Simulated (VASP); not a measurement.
# PbF2 (Fluorocronite) (Fm-3m) in VASP: settings compared

Aim: see how the results for PbF2 (Fluorocronite) move with the level of theory and the settings. Levels: PBE, r2SCAN. Tasks: single point.

Program: VASP 6.6.1. These are calculated values, not measurements. Logs are shortened: lines on timing, memory, paths and dates and some standing lists are left out, and cuts for length are marked.

## (1) The cell of the first run

It takes space group Fm-3m (No. 225, cubic). The conventional cell has a = 5.638 Å, b = 5.638 Å, c = 5.638 Å, α = 90.00°, β = 90.00°, γ = 90.00°. Pb (site symmetry m-3m) has 8 F at 2.44 Å within 3.2 Å. F (site symmetry -43m) has 4 Pb at 2.44 Å and 6 F at 2.82 Å within 3.2 Å.

## (2) Single point, PBE (strain -4.3%)

Contents of INCAR:

```
SYSTEM = PbF2
PREC = Accurate
ENCUT = 600
EDIFF = 1E-6
ISMEAR = -1
SIGMA = 0.02
LREAL = .FALSE.
LASPH = .TRUE.
NELM = 120
ALGO = Normal
ISIF = 2
LWAVE = .FALSE.
LCHARG = .TRUE.
GGA = PE
LELF = .TRUE.
LVHAR = .TRUE.
NBANDS = 21
GGA_COMPAT = .FALSE.
```

Contents of KPOINTS:

```
regular mesh
0
G
  8 8 8
  0 0 0
```

Contents of POSCAR:

```
PbF2
1.0
    0.0000000000      2.8188439444      2.8188439444
    2.8188439444      0.0000000000      2.8188439444
    2.8188439444      2.8188439444      0.0000000000
Pb F
1 2
Direct
    0.0000000000      0.0000000000      0.0000000000
    0.2500000000      0.2500000000      0.2500000000
    0.7500000000      0.7500000000      0.7500000000
```

Potentials or basis: VASP PAW PBE potentials, release 64 (Pb_d, F).

Run with:

```
> cat potpaw_PBE.64/Pb_d/POTCAR potpaw_PBE.64/F/POTCAR > POTCAR
> mpirun -np 1 vasp_std > vasp.out
```

OUTCAR:

```text
SYSTEM = PbF2
   PREC = Accurate
   ENCUT = 600
   EDIFF = 1E-6
   ISMEAR = -1
   LREAL = .FALSE.
   LASPH = .TRUE.
   NELM = 120
   ISIF = 2
   GGA = PE

 ion  position               nearest neighbor table
   1  0.000  0.000  0.000-   3 2.44   3 2.44   2 2.44   2 2.44   3 2.44   2 2.44   3 2.44   2 2.44

   2  0.250  0.250  0.250-   1 2.44   1 2.44   1 2.44   1 2.44
   3  0.750  0.750  0.750-   1 2.44   1 2.44   1 2.44   1 2.44

  LATTYP: Found a face centered cubic cell.
 ALAT       =     5.6376878888

  Lattice vectors:

 A1 = (   0.0000000000,   2.8188439444,   2.8188439444)
 A2 = (   2.8188439444,   0.0000000000,   2.8188439444)
 A3 = (   2.8188439444,   2.8188439444,   0.0000000000)

Analysis of symmetry for initial positions (statically):
=====================================================================
 Subroutine PRICEL returns:
 Original cell was already a primitive cell.

 Routine SETGRP: Setting up the symmetry group for a
 face centered cubic supercell.

 Subroutine GETGRP returns: Found 48 space group operations
 (whereof 48 operations were pure point group operations)
 out of a pool of 48 trial point group operations.

The static configuration has the point symmetry O_h .

Analysis of symmetry for dynamics (positions and initial velocities):
=====================================================================
 Subroutine PRICEL returns:
 Original cell was already a primitive cell.

 Routine SETGRP: Setting up the symmetry group for a
 face centered cubic supercell.

 Subroutine GETGRP returns: Found 48 space group operations
 (whereof 48 operations were pure point group operations)
 out of a pool of 48 trial point group operations.

The dynamic configuration has the point symmetry O_h .

 Subroutine INISYM returns: Found 48 space group operations
 (whereof 48 operations are pure point group operations),
 and found     1 'primitive' translations

----------------------------------------------------------------------------------------

                                     Primitive cell

  volume of cell :      44.7964

  direct lattice vectors                    reciprocal lattice vectors
     0.000000000  2.818843944  2.818843944    -0.177377680  0.177377680  0.177377680
     2.818843944  0.000000000  2.818843944     0.177377680 -0.177377680  0.177377680
     2.818843944  2.818843944  0.000000000     0.177377680  0.177377680 -0.177377680

  length of vectors
     3.986447336  3.986447336  3.986447336     0.307227154  0.307227154  0.307227154

  position of ions in fractional coordinates (direct lattice)
     0.000000000  0.000000000  0.000000000
     0.250000000  0.250000000  0.250000000
     0.750000000  0.750000000  0.750000000

  ion indices of the primitive-cell ions
   primitive index   ion index
                 1           1
                 2           2
                 3           3

----------------------------------------------------------------------------------------

 KPOINTS: regular mesh

Automatic generation of k-mesh.
 Grid dimensions read from file:
 generate k-points for:    8    8    8

 Generating k-lattice:

  Cartesian coordinates                     Fractional coordinates (reciprocal lattice)
    -0.022172210  0.022172210  0.022172210     0.125000000  0.000000000  0.000000000
     0.022172210 -0.022172210  0.022172210     0.000000000  0.125000000  0.000000000
     0.022172210  0.022172210 -0.022172210     0.000000000  0.000000000  0.125000000

  Length of vectors
     0.038403394  0.038403394  0.038403394

  Shift w.r.t. Gamma in fractional coordinates (k-lattice)
     0.000000000  0.000000000  0.000000000

 Subroutine IBZKPT returns following result:
 ===========================================

 Found     29 irreducible k-points:

 Following reciprocal coordinates:
            Coordinates               Weight
  0.000000  0.000000  0.000000      1.000000
  0.125000  0.000000  0.000000      8.000000
  0.250000  0.000000  0.000000      8.000000
  0.375000  0.000000  0.000000      8.000000
  0.500000  0.000000  0.000000      4.000000
  0.125000  0.125000  0.000000      6.000000
[... 16 lines left out ...]
  0.500000  0.250000  0.125000     48.000000
 -0.375000  0.250000  0.125000     24.000000
 [... further k-points ...]
   k-points           NKPTS =     29   k-points in BZ     NKDIM =     29   number of bands    NBANDS=     21
   number of dos      NEDOS =    301   number of ions     NIONS =      3
   total plane-waves  NPLWV =  32768
   dimension x,y,z NGX =    32 NGY =   32 NGZ =   32
   dimension x,y,z NGXF=    64 NGYF=   64 NGZF=   64
   ions per type =               1   2
   NGX,Y,Z   is equivalent  to a cutoff of  13.34, 13.34, 13.34 a.u.
   NGXF,Y,Z  is equivalent  to a cutoff of  26.69, 26.69, 26.69 a.u.
 SYSTEM =  PbF2
   PREC   = accura    normal or accurate (medium, high low for compatibility)
   ISTART =      0    job   : 0-new  1-cont  2-samecut
   ICHARG =      2    charge: 1-file 2-atom 10-const
   ISPIN  =      1    spin polarized calculation?
   LNONCOLLINEAR =      F non collinear calculations
   LSORBIT =      F    spin-orbit coupling
   LASPH  =      T    aspherical Exc in radial PAW
   ENCUT  =  600.0 eV  44.10 Ry    6.64 a.u.   7.96  7.96  7.96*2*pi/ulx,y,z
   NELM   =    120;   NELMIN=  2; NELMDL= -5     # of ELM steps
   EDIFF  = 0.1E-05   stopping-criterion for ELM
   LREAL  =      F    real-space projection
   EDIFFG = 0.1E-04   stopping-criterion for IOM
   NSW    =      0    number of steps for IOM
   IBRION =     -1    ionic relax: 0-MD 1-quasi-New 2-CG
   NFREE  =      0    steps in history (QN), initial steepest desc. (CG)
   ISIF   =      2    stress and relaxation
   ISYM   =      2    0-nonsym 1-usesym 2-fastsym
   POTIM  = 0.5000    time-step for ionic-motion
   TEBEG  =    0.0;   TEEND  =   0.0 temperature during run
   PSTRESS=    0.0 pullay stress
   NELECT =      28.0000    total number of electrons
   NUPDOWN=      -1.0000    fix difference up-down
   EMIN   =  10.00;   EMAX   =-10.00  energy-range for DOS
   EFERMI =   0.00;   METHOD = LEGACY
   ISMEAR =    -1;   SIGMA  =   0.02  broadening in eV -4-tet -1-fermi 0-gaus
   EFERMI_NEDOS =   21; number of points for ismear=-14 and -15
   IALGO  =     38    algorithm
   IMIX   =      4    mixing-type and parameters
     AMIX     =   0.40;   BMIX     =  1.00
     AMIX_MAG =   1.60;   BMIX_MAG =  1.00
  volume/ion in A,a.u.               =      14.93       100.77
  Fermi-wavevector in a.u.,A,eV,Ry     =   1.399737  2.645120 26.657405  1.959264
  Thomas-Fermi vector in A             =   2.522767
   LORBIT       =      0    0 simple, 1 ext, 2 COOP (PROOUT), +10 PAW based schemes
   GGA     = PE    functional components
   LHFCALC =     F    Hartree Fock is set to
   AEXX    =    0.0000 exact exchange contribution
   IVDW    =     0    specifies the selected vdW correction
   LEPSILON=     F    determine dielectric tensor
   LRPA    =     F    only Hartree local field effects (RPA)
 non-spin polarized calculation
  energy-cutoff  :      600.00
  volume of cell :       44.80
 maximum number of plane-waves:      1524
   NGX = 15   NGY = 15   NGZ = 15

 number of electron      28.0000013 magnetization

 Free energy of the ion-electron system (eV)
  ---------------------------------------------------
  ext. energy  EPLUGINS =         0.00000000
  ---------------------------------------------------
  free energy    TOTEN  =       -13.88014973 eV

  energy without entropy =      -13.88014973  energy(sigma->0) =      -13.88014973

 E-fermi :   4.4969     XC(G=0): -10.1818

 val. band max:        3.9721025201   @ k =  -0.2500   0.5000   0.2500
 cond. band min:       8.3021323146   @ k =   0.5000   0.5000   0.0000
 fundamental gap:      4.3300297944
 Fermi energy:         4.4968696844

 k-point     1 :       0.0000    0.0000    0.0000
  band No.  band energies     occupation
      1     -18.5542      2.00000
      2     -17.6141      2.00000
      3     -10.8199      2.00000
      4     -10.8199      2.00000
      5     -10.8199      2.00000
      6     -10.6691      2.00000
[... 13 lines left out ...]
     20      19.3511      0.00000
     21      22.1638      0.00000

 k-point     2 :       0.1250    0.0000    0.0000
  band No.  band energies     occupation
      1     -18.5087      2.00000
      2     -17.6571      2.00000
      3     -10.8074      2.00000
      4     -10.8074      2.00000
      5     -10.7594      2.00000
      6     -10.6696      2.00000
[... 13 lines left out ...]
     20      18.9226      0.00000
     21      21.5080      0.00000

 k-point     3 :       0.2500    0.0000    0.0000
  band No.  band energies     occupation
      1     -18.3890      2.00000
      2     -17.7667      2.00000
      3     -10.7844      2.00000
      4     -10.7844      2.00000
      5     -10.6634      2.00000
      6     -10.6634      2.00000
[... 13 lines left out ...]
     20      18.3276      0.00000
     21      20.2666      0.00000

 k-point     4 :       0.3750    0.0000    0.0000
  band No.  band energies     occupation
      1     -18.2367      2.00000
      2     -17.9030      2.00000
      3     -10.7744      2.00000
      4     -10.7744      2.00000
      5     -10.6435      2.00000
      6     -10.6435      2.00000
[... 13 lines left out ...]
     20      17.9958      0.00000
     21      19.3688      0.00000

 k-point     5 :       0.5000    0.0000    0.0000
  band No.  band energies     occupation
      1     -18.1268      2.00000
      2     -18.0047      2.00000
      3     -10.7737      2.00000
      4     -10.7737      2.00000
      5     -10.6315      2.00000
      6     -10.6315      2.00000
[... 13 lines left out ...]
     20      17.9078      0.00000
     21      19.0641      0.00000
[... 382 lines left out ...]
     20      20.4654      0.00000
     21      21.5930      0.00000

 k-point    22 :       0.3750    0.2500    0.1250
  band No.  band energies     occupation
      1     -18.3032      2.00000
      2     -17.8386      2.00000
      3     -10.7428      2.00000
      4     -10.7353      2.00000
      5     -10.6886      2.00000
      6     -10.6381      2.00000
[... 13 lines left out ...]
     20      20.1409      0.00000
     21      20.9174      0.00000

 k-point    23 :       0.5000    0.2500    0.1250
  band No.  band energies     occupation
      1     -18.1810      2.00000
      2     -17.9428      2.00000
      3     -10.7247      2.00000
      4     -10.7229      2.00000
      5     -10.6639      2.00000
      6     -10.6117      2.00000
[... 13 lines left out ...]
     20      20.7066      0.00000
     21      21.0627      0.00000

 k-point    24 :      -0.3750    0.2500    0.1250
  band No.  band energies     occupation
      1     -18.0882      2.00000
      2     -18.0270      2.00000
      3     -10.7229      2.00000
      4     -10.7218      2.00000
      5     -10.6412      2.00000
      6     -10.6013      2.00000
[... 13 lines left out ...]
     20      21.0022      0.00000
     21      21.0907      0.00000

 [... further k-points ...]
[... 5 lines left out ...]
  --------------------------------------------------------------------------------------
  -------------------------------------------------------------------------------------
  Total        5.3738485      5.3738485      5.3738485      0.0000000      0.0000000      0.0000000
  in kB      192.1997871    192.1997871    192.1997871      0.0000000      0.0000000      0.0000000
  external PRESSURE =     192.1997871 kB  Pullay stress =       0.0000000 kB

 VOLUME and BASIS-vectors are now :
 -----------------------------------------------------------------------------
  energy-cutoff  :      600.00
  volume of cell :       44.80
      direct lattice vectors                 reciprocal lattice vectors
     0.000000000  2.818843944  2.818843944    -0.177377680  0.177377680  0.177377680
     2.818843944  0.000000000  2.818843944     0.177377680 -0.177377680  0.177377680
     2.818843944  2.818843944  0.000000000     0.177377680  0.177377680 -0.177377680

 POSITION                                       TOTAL-FORCE (eV/Angst)
 -----------------------------------------------------------------------------------
      0.00000      0.00000      0.00000        -0.000000     -0.000000      0.000000
      1.40942      1.40942      1.40942         0.000000     -0.000000     -0.000000
      4.22827      4.22827      4.22827        -0.000000      0.000000      0.000000
 -----------------------------------------------------------------------------------
    total drift:                                0.000000     -0.000000      0.000000

  FREE ENERGIE OF THE ION-ELECTRON SYSTEM (eV)
  ---------------------------------------------------
  free  energy   TOTEN  =       -13.8801497302 eV

  energy  without entropy=      -13.8801497302  energy(sigma->0) =      -13.88014973
```

It took 15 s on 1 thread of Intel Xeon Platinum 8559C (Emerald Rapids), shared host; peak memory 0.18 GiB.

Results:

```yaml
Free_energy: -13.8801 eV
Pressure: 19.2 GPa
Band_gap_on_the_k_mesh: 4.33 eV, indirect (least direct gap 4.50 eV)
```

Levels at points of the mesh, in eV from the valence-band top:
| k point | band 12 | band 13 | band 14 | band 15 | band 16 | band 17 |
| --- | --- | --- | --- | --- | --- | --- |
| (0.00, 0.00, 0.00) | -3.07 | -3.07 | -3.07 | 6.81 | 6.81 | 6.81 |
| (0.50, 0.00, 0.00) | -3.20 | -3.20 | -0.13 | 4.89 | 8.08 | 8.08 |
| (0.50, 0.50, 0.00) | -2.50 | -2.50 | -0.17 | 4.33 | 8.40 | 8.40 |

Caveat: the cell differs from its parent crystal (strain -4.3%); spin-orbit coupling is left out, which moves the levels of the heavy elements.

## (3) Single point, r2SCAN (strain -4.3%)

POSCAR is that of step 2.

Contents of INCAR.step1:

```
SYSTEM = PbF2
PREC = Accurate
ENCUT = 660
ISMEAR = 0
SIGMA = 0.01
LREAL = .False.
LASPH = .True.
NELM = 120
NBANDS = 21
GGA = PE
ALGO = Normal
EDIFF = 1E-5
LWAVE = .True.
LCHARG = .False.
GGA_COMPAT = .False.
```

Contents of INCAR.step2:

```
SYSTEM = PbF2
PREC = Accurate
ENCUT = 660
EDIFF = 1E-6
ISMEAR = 0
SIGMA = 0.01
LREAL = .False.
LASPH = .True.
NELM = 120
ALGO = Normal
ISIF = 2
LWAVE = .False.
LCHARG = .False.
METAGGA = R2SCAN
LMIXTAU = .True.
NBANDS = 21
ISTART = 1
GGA_COMPAT = .False.
```

Contents of KPOINTS:

```
Automatic mesh
0
Gamma
  8 8 8
  0 0 0
```

Potentials or basis: VASP PAW PBE potentials, release 64 (Pb_d, F).

Run with:

```
> cat potpaw_PBE.64/Pb_d/POTCAR potpaw_PBE.64/F/POTCAR > POTCAR
> cp INCAR.step1 INCAR
> mpirun -np 1 vasp_std > vasp.out
> cp INCAR.step2 INCAR
> mpirun -np 1 vasp_std > vasp.out
```

Run time: 89 s. Hardware: 1 thread of Intel Xeon Platinum 8559C (Emerald Rapids), shared host; peak memory 0.22 GiB.

It converged, with:

```yaml
Free_energy: -69.8465 eV
Pressure: 16.1 GPa
Band_gap_on_the_k_mesh: 4.80 eV, indirect (least direct gap 4.99 eV)
```

Levels at points of the mesh, in eV from the valence-band top:
| k point | band 11 | band 12 | band 13 | band 14 | band 15 | band 16 | band 17 | band 18 |
| --- | --- | --- | --- | --- | --- | --- | --- | --- |
| (0.00, 0.00, 0.00) | -3.82 | -3.30 | -3.30 | -3.30 | 7.30 | 7.30 | 7.30 | 10.91 |
| (0.50, 0.00, 0.00) | -4.16 | -3.45 | -3.45 | -0.17 | 5.18 | 8.64 | 8.64 | 13.66 |
| (0.50, 0.50, 0.00) | -2.81 | -2.75 | -2.75 | -0.17 | 4.82 | 8.58 | 8.94 | 8.94 |

Caveat: the cell differs from its parent crystal (strain -4.3%); the PAW data sets were made with another functional, which shifts forces and pressure a little; spin-orbit coupling is left out, which moves the levels of the heavy elements.
